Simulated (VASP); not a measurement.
# Ga4RuPt (P-43m) in VASP: a series of runs

Runs on Ga4RuPt. Level: PBE. Tasks: single point.

Everything below comes from runs of VASP 6.6.1. Logs are shortened: lines on timing, memory, paths and dates and some standing lists are left out, and cuts for length are marked.

### Step 1. The cell of the first run

It takes space group P-43m (No. 215, cubic). Conventional cell: a = 4.444 Å, b = 4.444 Å, c = 4.444 Å, α = 90.00°, β = 90.00°, γ = 90.00°. Within 1.5 Å of Ga (site symmetry 3m) lie 1 Pt at 1.15 Å. Within 3.6 Å of Ru (site symmetry -43m) lie 4 Ga at 2.70 Å. Within 1.5 Å of Pt (site symmetry -43m) lie 4 Ga at 1.15 Å.

### Step 2. Single point, PBE

Input file INCAR:

```
SYSTEM = Ga4RuPt
  PREC = Accurate
  ENCUT = 520
  EDIFF = 1E-6
  ISMEAR = 0
  SIGMA = 0.1
  LREAL = .False.
  LASPH = .True.
  NELM = 100
  ALGO = Normal
  ISIF = 2
  LWAVE = .False.
  LCHARG = .False.
  GGA = PE
  NBANDS = 47
```

Input file KPOINTS:

```
Automatic mesh
0
Gamma
  4 4 4
  0 0 0
```

Input file POSCAR:

```
Ga4RuPt
1.0
    4.4441204300      0.0000000000      0.0000000000
    0.0000000000      4.4441204300      0.0000000000
    0.0000000000      0.0000000000      4.4441204300
Ga Ru Pt
4 1 1
Direct
    0.1492096300      0.1492096300      0.8507903700
    0.1492096300      0.8507903700      0.1492096300
    0.8507903700      0.1492096300      0.1492096300
    0.8507903700      0.8507903700      0.8507903700
    0.5000000000      0.5000000000      0.5000000000
    0.0000000000      0.0000000000      0.0000000000
```

Potentials or basis: VASP PAW PBE potentials, release 64 (Ga_d, Ru_pv, Pt).

On the command line:

```
> cat potpaw_PBE.64/Ga_d/POTCAR potpaw_PBE.64/Ru_pv/POTCAR potpaw_PBE.64/Pt/POTCAR > POTCAR
> mpirun -np 1 vasp_std > vasp.out
```

OUTCAR:

```text
SYSTEM = Ga4RuPt
   PREC = Accurate
   ENCUT = 520
   EDIFF = 1E-6
   ISMEAR = 0
   LREAL = .False.
   LASPH = .True.
   NELM = 100
   ISIF = 2
   GGA = PE

 ion  position               nearest neighbor table
   1  0.149  0.149  0.851-   6 1.15   3 1.88   4 1.88   2 1.88   5 2.70
   2  0.149  0.851  0.149-   6 1.15   3 1.88   4 1.88   1 1.88   5 2.70
   3  0.851  0.149  0.149-   6 1.15   2 1.88   4 1.88   1 1.88   5 2.70
   4  0.851  0.851  0.851-   6 1.15   2 1.88   3 1.88   1 1.88   5 2.70
   5  0.500  0.500  0.500-   1 2.70   2 2.70   3 2.70   4 2.70
   6  0.000  0.000  0.000-   1 1.15   2 1.15   3 1.15   4 1.15

 -----------------------------------------------------------------------------
|                                                                             |
|           W    W    AA    RRRRR   N    N  II  N    N   GGGG   !!!           |
|           W    W   A  A   R    R  NN   N  II  NN   N  G    G  !!!           |
|           W    W  A    A  R    R  N N  N  II  N N  N  G       !!!           |
|           W WW W  AAAAAA  RRRRR   N  N N  II  N  N N  G  GGG   !            |
|           WW  WW  A    A  R   R   N   NN  II  N   NN  G    G                |
|           W    W  A    A  R    R  N    N  II  N    N   GGGG   !!!           |
|                                                                             |
|     The distance between some ions is very small. Please check the          |
|     nearest-neighbor list in the OUTCAR file.                               |
|     I HOPE YOU KNOW WHAT YOU ARE DOING!                                     |
|                                                                             |
 -----------------------------------------------------------------------------

  LATTYP: Found a simple cubic cell.
 ALAT       =     4.4441204300

  Lattice vectors:

 A1 = (   4.4441204300,   0.0000000000,   0.0000000000)
 A2 = (   0.0000000000,   4.4441204300,   0.0000000000)
 A3 = (   0.0000000000,   0.0000000000,   4.4441204300)

Analysis of symmetry for initial positions (statically):
=====================================================================
 Subroutine PRICEL returns:
 Original cell was already a primitive cell.

 Routine SETGRP: Setting up the symmetry group for a
 simple cubic supercell.

 Subroutine GETGRP returns: Found 24 space group operations
 (whereof 24 operations were pure point group operations)
 out of a pool of 48 trial point group operations.

The static configuration has the point symmetry T_d .

Analysis of symmetry for dynamics (positions and initial velocities):
=====================================================================
 Subroutine PRICEL returns:
 Original cell was already a primitive cell.

 Routine SETGRP: Setting up the symmetry group for a
 simple cubic supercell.

 Subroutine GETGRP returns: Found 24 space group operations
 (whereof 24 operations were pure point group operations)
 out of a pool of 48 trial point group operations.

The dynamic configuration has the point symmetry T_d .

 Subroutine INISYM returns: Found 24 space group operations
 (whereof 24 operations are pure point group operations),
 and found     1 'primitive' translations

----------------------------------------------------------------------------------------

                                     Primitive cell

  volume of cell :      87.7723

  direct lattice vectors                    reciprocal lattice vectors
     4.444120430  0.000000000  0.000000000     0.225016404  0.000000000  0.000000000
     0.000000000  4.444120430  0.000000000     0.000000000  0.225016404  0.000000000
     0.000000000  0.000000000  4.444120430     0.000000000  0.000000000  0.225016404

  length of vectors
     4.444120430  4.444120430  4.444120430     0.225016404  0.225016404  0.225016404

  position of ions in fractional coordinates (direct lattice)
     0.149209630  0.149209630  0.850790370
     0.149209630  0.850790370  0.149209630
     0.850790370  0.149209630  0.149209630
     0.850790370  0.850790370  0.850790370
     0.500000000  0.500000000  0.500000000
     0.000000000  0.000000000  0.000000000

  ion indices of the primitive-cell ions
   primitive index   ion index
                 1           1
                 2           2
                 3           3
                 4           4
                 5           5
                 6           6

----------------------------------------------------------------------------------------

 KPOINTS: Automatic mesh

Automatic generation of k-mesh.
 Grid dimensions read from file:
 generate k-points for:    4    4    4

 Generating k-lattice:

  Cartesian coordinates                     Fractional coordinates (reciprocal lattice)
     0.056254101  0.000000000  0.000000000     0.250000000  0.000000000  0.000000000
     0.000000000  0.056254101  0.000000000     0.000000000  0.250000000  0.000000000
     0.000000000  0.000000000  0.056254101     0.000000000  0.000000000  0.250000000

  Length of vectors
     0.056254101  0.056254101  0.056254101

  Shift w.r.t. Gamma in fractional coordinates (k-lattice)
     0.000000000  0.000000000  0.000000000

 Subroutine IBZKPT returns following result:
 ===========================================

 Found     10 irreducible k-points:

 Following reciprocal coordinates:
            Coordinates               Weight
  0.000000  0.000000  0.000000      1.000000
  0.250000  0.000000  0.000000      6.000000
  0.500000  0.000000  0.000000      3.000000
  0.250000  0.250000  0.000000     12.000000
  0.500000  0.250000  0.000000     12.000000
  0.500000  0.500000  0.000000      3.000000
  0.250000  0.250000  0.250000      8.000000
  0.500000  0.250000  0.250000     12.000000
  0.500000  0.500000  0.250000      6.000000
  0.500000  0.500000  0.500000      1.000000
   k-points           NKPTS =     10   k-points in BZ     NKDIM =     10   number of bands    NBANDS=     47
   number of dos      NEDOS =    301   number of ions     NIONS =      6
   total plane-waves  NPLWV =  46656
   dimension x,y,z NGX =    36 NGY =   36 NGZ =   36
   dimension x,y,z NGXF=    72 NGYF=   72 NGZF=   72
   ions per type =               4   1   1
   NGX,Y,Z   is equivalent  to a cutoff of  13.47, 13.47, 13.47 a.u.
   NGXF,Y,Z  is equivalent  to a cutoff of  26.93, 26.93, 26.93 a.u.
 SYSTEM =  Ga4RuPt
   PREC   = accura    normal or accurate (medium, high low for compatibility)
   ISTART =      0    job   : 0-new  1-cont  2-samecut
   ICHARG =      2    charge: 1-file 2-atom 10-const
   ISPIN  =      1    spin polarized calculation?
   LNONCOLLINEAR =      F non collinear calculations
   LSORBIT =      F    spin-orbit coupling
   LASPH  =      T    aspherical Exc in radial PAW
   ENCUT  =  520.0 eV  38.22 Ry    6.18 a.u.   8.26  8.26  8.26*2*pi/ulx,y,z
   NELM   =    100;   NELMIN=  2; NELMDL= -5     # of ELM steps
   EDIFF  = 0.1E-05   stopping-criterion for ELM
   LREAL  =      F    real-space projection
   EDIFFG = 0.1E-04   stopping-criterion for IOM
   NSW    =      0    number of steps for IOM
   IBRION =     -1    ionic relax: 0-MD 1-quasi-New 2-CG
   NFREE  =      0    steps in history (QN), initial steepest desc. (CG)
   ISIF   =      2    stress and relaxation
   ISYM   =      2    0-nonsym 1-usesym 2-fastsym
   POTIM  = 0.5000    time-step for ionic-motion
   TEBEG  =    0.0;   TEEND  =   0.0 temperature during run
   PSTRESS=    0.0 pullay stress
   NELECT =      76.0000    total number of electrons
   NUPDOWN=      -1.0000    fix difference up-down
   EMIN   =  10.00;   EMAX   =-10.00  energy-range for DOS
   EFERMI =   0.00;   METHOD = LEGACY
   ISMEAR =     0;   SIGMA  =   0.10  broadening in eV -4-tet -1-fermi 0-gaus
   EFERMI_NEDOS =   21; number of points for ismear=-14 and -15
   IALGO  =     38    algorithm
   IMIX   =      4    mixing-type and parameters
     AMIX     =   0.40;   BMIX     =  1.00
     AMIX_MAG =   1.60;   BMIX_MAG =  1.00
  volume/ion in A,a.u.               =      14.63        98.72
  Fermi-wavevector in a.u.,A,eV,Ry     =   1.560367  2.948667 33.126737  2.434747
  Thomas-Fermi vector in A             =   2.663590
   LORBIT       =      0    0 simple, 1 ext, 2 COOP (PROOUT), +10 PAW based schemes
   GGA     = PE    functional components
   LHFCALC =     F    Hartree Fock is set to
   AEXX    =    0.0000 exact exchange contribution
   IVDW    =     0    specifies the selected vdW correction
   LEPSILON=     F    determine dielectric tensor
   LRPA    =     F    only Hartree local field effects (RPA)
 non-spin polarized calculation
 Gauss-broadening in eV      SIGMA  =   0.10
  energy-cutoff  :      520.00
  volume of cell :       87.77
 maximum number of plane-waves:      2392
 NGX is ok and might be reduce to    36
   NGX = 17   NGY = 17   NGZ = 17

 number of electron      75.9999997 magnetization

 Free energy of the ion-electron system (eV)
  ---------------------------------------------------
  ext. energy  EPLUGINS =         0.00000000
  ---------------------------------------------------
  free energy    TOTEN  =       223.43533413 eV

  energy without entropy =      223.44025518  energy(sigma->0) =      223.43779466

 E-fermi :  10.1024     XC(G=0): -11.8907

 val. band max:        9.9997573965   @ k =   0.2500   0.0000   0.0000
 cond. band min:      10.1111088572   @ k =   0.5000   0.5000   0.5000
 fundamental gap:      0.1113514607
 Fermi energy:        10.1024357326

 k-point     1 :       0.0000    0.0000    0.0000
  band No.  band energies     occupation
      1     -31.3906      2.00000
      2     -31.3906      2.00000
      3     -31.3906      2.00000
      4     -23.8183      2.00000
      5     -23.8183      2.00000
      6     -20.7313      2.00000
[... 39 lines left out ...]
     46      13.5012      0.00000
     47      17.4464      0.00000

 k-point     2 :       0.2500    0.0000    0.0000
  band No.  band energies     occupation
      1     -31.3913      2.00000
      2     -31.3906      2.00000
      3     -31.3906      2.00000
      4     -23.8179      2.00000
      5     -23.8172      2.00000
      6     -20.7318      2.00000
[... 39 lines left out ...]
     46      14.4078      0.00000
     47      16.3606      0.00000

 k-point     3 :       0.5000    0.0000    0.0000
  band No.  band energies     occupation
      1     -31.3920      2.00000
      2     -31.3906      2.00000
      3     -31.3906      2.00000
      4     -23.8174      2.00000
      5     -23.8163      2.00000
      6     -20.7323      2.00000
[... 39 lines left out ...]
     46      15.9085      0.00000
     47      16.0968      0.00000

 k-point     4 :       0.2500    0.2500    0.0000
  band No.  band energies     occupation
      1     -31.3913      2.00000
      2     -31.3913      2.00000
      3     -31.3906      2.00000
      4     -23.8171      2.00000
      5     -23.8163      2.00000
      6     -20.7308      2.00000
[... 39 lines left out ...]
     46      15.2595      0.00000
     47      17.2428      0.00000

 k-point     5 :       0.5000    0.2500    0.0000
  band No.  band energies     occupation
      1     -31.3920      2.00000
      2     -31.3913      2.00000
      3     -31.3905      2.00000
      4     -23.8166      2.00000
      5     -23.8155      2.00000
      6     -20.7313      2.00000
[... 39 lines left out ...]
     46      15.7084      0.00000
     47      17.3222      0.00000

 k-point     6 :       0.5000    0.5000    0.0000
  band No.  band energies     occupation
      1     -31.3919      2.00000
      2     -31.3919      2.00000
      3     -31.3904      2.00000
      4     -23.8159      2.00000
      5     -23.8146      2.00000
      6     -20.7305      2.00000
[... 39 lines left out ...]
     46      16.7707      0.00000
     47      17.9056      0.00000

 k-point     7 :       0.2500    0.2500    0.2500
  band No.  band energies     occupation
      1     -31.3913      2.00000
      2     -31.3913      2.00000
      3     -31.3913      2.00000
      4     -23.8162      2.00000
      5     -23.8162      2.00000
      6     -20.7301      2.00000
[... 39 lines left out ...]
     46      15.7248      0.00000
     47      16.2523      0.00000

 k-point     8 :       0.5000    0.2500    0.2500
  band No.  band energies     occupation
      1     -31.3919      2.00000
      2     -31.3912      2.00000
      3     -31.3912      2.00000
      4     -23.8158      2.00000
      5     -23.8151      2.00000
      6     -20.7304      2.00000
[... 39 lines left out ...]
     46      16.1754      0.00000
     47      17.3578      0.00000

 k-point     9 :       0.5000    0.5000    0.2500
  band No.  band energies     occupation
      1     -31.3919      2.00000
      2     -31.3919      2.00000
      3     -31.3911      2.00000
      4     -23.8150      2.00000
      5     -23.8143      2.00000
      6     -20.7296      2.00000
[... 39 lines left out ...]
     46      18.2806      0.00000
     47      18.2809      0.00000

 k-point    10 :       0.5000    0.5000    0.5000
  band No.  band energies     occupation
      1     -31.3919      2.00000
      2     -31.3919      2.00000
      3     -31.3919      2.00000
      4     -23.8137      2.00000
      5     -23.8137      2.00000
      6     -20.7287      2.00000
[... 39 lines left out ...]
     46      17.5130      0.00000
     47      18.9093      0.00000

------------------------ aborting loop because EDIFF is reached ----------------------------------------

  FORCE on cell =-STRESS in cart. coord.  units (eV):
  Direction    XX          YY          ZZ          XY          YZ          ZX
  --------------------------------------------------------------------------------------
  -------------------------------------------------------------------------------------
  Total      367.7862244    367.7862244    367.7862244      0.0000000      0.0000000      0.0000000
  in kB     6713.4936607   6713.4936607   6713.4936607      0.0000000      0.0000000      0.0000000
  external PRESSURE =    6713.4936607 kB  Pullay stress =       0.0000000 kB

 VOLUME and BASIS-vectors are now :
 -----------------------------------------------------------------------------
  energy-cutoff  :      520.00
  volume of cell :       87.77
      direct lattice vectors                 reciprocal lattice vectors
     4.444120430  0.000000000  0.000000000     0.225016404  0.000000000  0.000000000
     0.000000000  4.444120430  0.000000000     0.000000000  0.225016404  0.000000000
     0.000000000  0.000000000  4.444120430     0.000000000  0.000000000  0.225016404

 POSITION                                       TOTAL-FORCE (eV/Angst)
 -----------------------------------------------------------------------------------
      0.66311      0.66311      3.78101       140.185920    140.185920   -140.185920
      0.66311      3.78101      0.66311       140.185920   -140.185920    140.185920
      3.78101      0.66311      0.66311      -140.185920    140.185920    140.185920
      3.78101      3.78101      3.78101      -140.185920   -140.185920   -140.185920
      2.22206      2.22206      2.22206        -0.000000      0.000000      0.000000
      0.00000      0.00000      0.00000        -0.000000     -0.000000      0.000000
 -----------------------------------------------------------------------------------
    total drift:                                0.000001      0.000001     -0.000000

  FREE ENERGIE OF THE ION-ELECTRON SYSTEM (eV)
  ---------------------------------------------------
  free  energy   TOTEN  =       223.4353341313 eV

  energy  without entropy=      223.4402551808  energy(sigma->0) =      223.43779466
```

Run time: 46 s. Hardware: 1 thread of Intel Xeon Platinum 8488C (Sapphire Rapids), shared host; peak memory 0.22 GiB.

The run converged, but its numbers aren't listed here, since they failed a check.

Caveat: spin-orbit coupling is left out, which moves the levels of the heavy elements; forces of over 1 eV/Å act on the atoms, so gaps and moduli don't describe the material at rest.

### Step 3. Single point, PBE

This run uses another cell than the first one, of 26.93 Å³/atom, 1.841 times its volume.

Input file INCAR:

```
SYSTEM = Ga4RuPt
ALGO = Normal ; EDIFF = 1E-6
ENCUT = 520 ; GGA = PE
ISIF = 2 ; ISMEAR = 0
LASPH = .True. ; LCHARG = .False.
LREAL = .False. ; LWAVE = .False.
NBANDS = 47 ; NELM = 60
PREC = Accurate ; SIGMA = 0.1
```

Input file KPOINTS:

```
k-points
0
Gamma
  4 4 4
  0 0 0
```

Input file POSCAR:

```
Ga4RuPt
1.0
    5.4463882971      0.0000000000      0.0000000000
    0.0000000000      5.4463882971      0.0000000000
    0.0000000000      0.0000000000      5.4463882971
Ga Ru Pt
4 1 1
Direct
    0.2523796571      0.2523796571      0.7476203429
    0.2523796571      0.7476203429      0.2523796571
    0.7476203429      0.2523796571      0.2523796571
    0.7476203429      0.7476203429      0.7476203429
    0.5000000000      0.5000000000      0.5000000000
    0.0000000000      0.0000000000      0.0000000000
```

Potentials or basis: VASP PAW PBE potentials, release 64 (Ga_d, Ru_pv, Pt).

On the command line:

```
> cat potpaw_PBE.64/Ga_d/POTCAR potpaw_PBE.64/Ru_pv/POTCAR potpaw_PBE.64/Pt/POTCAR > POTCAR
> mpirun -np 1 vasp_std > vasp.out
```

It took 51 s on 1 thread of Intel Xeon Platinum 8488C (Sapphire Rapids), shared host; peak memory 0.29 GiB.

The run converged. Its results:

- Free energy: -25.2945 eV
- Pressure: 0.4 GPa
- Largest force: 0.019 eV/Å
- Band gap on the k mesh: zero (band 38 reaches 3.12 eV, above the bottom of band 39 at 2.62 eV)

Forces in eV/Å, atoms in the order of the input:
```
Ga  -0.011 -0.011  0.011
Ga  -0.011  0.011 -0.011
Ga   0.011 -0.011 -0.011
Ga   0.011  0.011  0.011
Ru   0.000  0.000  0.000
Pt   0.000  0.000  0.000
```

Levels at points of the mesh, in eV from the Fermi level:
```
           k point  band 34  band 35  band 36  band 37  band 38  band 39  band 40  band 41  band 42  band 43
(0.00, 0.00, 0.00)    -1.53    -1.53    -0.72    -0.72    -0.72     1.89     1.89     2.27     2.27     2.27
(0.50, 0.00, 0.00)    -1.76    -1.31    -0.22    -0.21    -0.21     0.25     1.03     1.03     1.82     2.43
(0.50, 0.50, 0.00)    -1.76    -1.76    -1.43    -1.02     0.19     0.62     1.45     1.45     2.76     2.78
(0.50, 0.50, 0.50)    -1.41    -1.41    -1.41    -0.96    -0.96    -0.31    -0.31    -0.31     4.94     4.94
```

Caveat: spin-orbit coupling is left out, which moves the levels of the heavy elements.

(Part 1 of 2 ends here.)
